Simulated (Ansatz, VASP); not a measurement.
# BaRhO3 in VASP and in Ansatz

INCAR

```
SYSTEM = BaRhO3
ALGO     = Normal         ! electronic algorithm
EDIFF    = 1E-6           ! SCF threshold, eV
ENCUT    = 700            ! plane-wave cutoff, eV
GGA_COMPAT= .False.      
ISIF     = 2              ! what is computed and relaxed
ISMEAR   = 0              ! smearing method
LASPH    = .True.         ! aspherical terms in the spheres
LCHARG   = .True.         ! write CHGCAR
LELF     = .True.         ! ELF
LREAL    = .False.        ! projectors in reciprocal space
LVHAR    = .True.       
LWAVE    = .False.        ! write WAVECAR
NBANDS   = 30             ! bands
NELM     = 120            ! most SCF steps
PREC     = Accurate       ! precision mode
SIGMA    = 0.1            ! smearing width, eV
```

Contents of KPOINTS:

```
k-points
0
Gamma
  6 6 6
  0 0 0
```

Contents of POSCAR:

```
BaRhO3
1.0
    4.1080579405      0.0000000000      0.0000000000
    0.0000000000      4.1080579405      0.0000000000
    0.0000000000      0.0000000000      4.1080579405
Ba Rh O
1 1 3
Direct
    0.0000000000      0.0000000000      0.0000000000
    0.5000000000      0.5000000000      0.5000000000
    0.5000000000      0.0000000000      0.5000000000
    0.0000000000      0.5000000000      0.5000000000
    0.5000000000      0.5000000000      0.0000000000
```

Input for Ansatz:

```yaml
crystal:
  lattice:
    - [4.108057940460324, 0.0, 0.0]
    - [0.0, 4.108057940460324, 0.0]
    - [0.0, 0.0, 4.108057940460324]
  atoms:
    - { symbol: Ba, position: [0.0, 0.0, 0.0] }
    - { symbol: Rh, position: [0.5, 0.5, 0.5] }
    - { symbol: O, position: [0.5, 0.0, 0.5] }
    - { symbol: O, position: [0.0, 0.5, 0.5] }
    - { symbol: O, position: [0.5, 0.5, 0.0] }
basis:
  ecutwfc: 500.0
kpoints:
  mp_grid:
    grid: [6, 6, 6]
hamiltonian:
  xc: lda
scf:
  occupations:
    method: gaussian
    width: 0.1
output:
  stress: true
```

Alike in both runs: task single point; functional LDA; k mesh 6 × 6 × 6; occupations gaussian, width 0.1 eV; no spin polarisation.

|  | VASP | Ansatz |
| --- | --- | --- |
| version | VASP 6.6.1 | Ansatz 0.2.0 |
| potentials or method | VASP PAW LDA potentials, release 64 (Ba_sv, Rh_sv_GW, O), cutoff 700 eV | plane waves, PAW |
| valence electrons in the cell | 45 | 45 |

|  | VASP | Ansatz | Ansatz less VASP |
| --- | --- | --- | --- |
| pressure (GPa) | -15.3 | -16.6 | -1.29 |

LDA's correlation is that of Perdew and Zunger in VASP and of Perdew and Wang (1992) in Ansatz.

Spin-orbit coupling is off throughout.
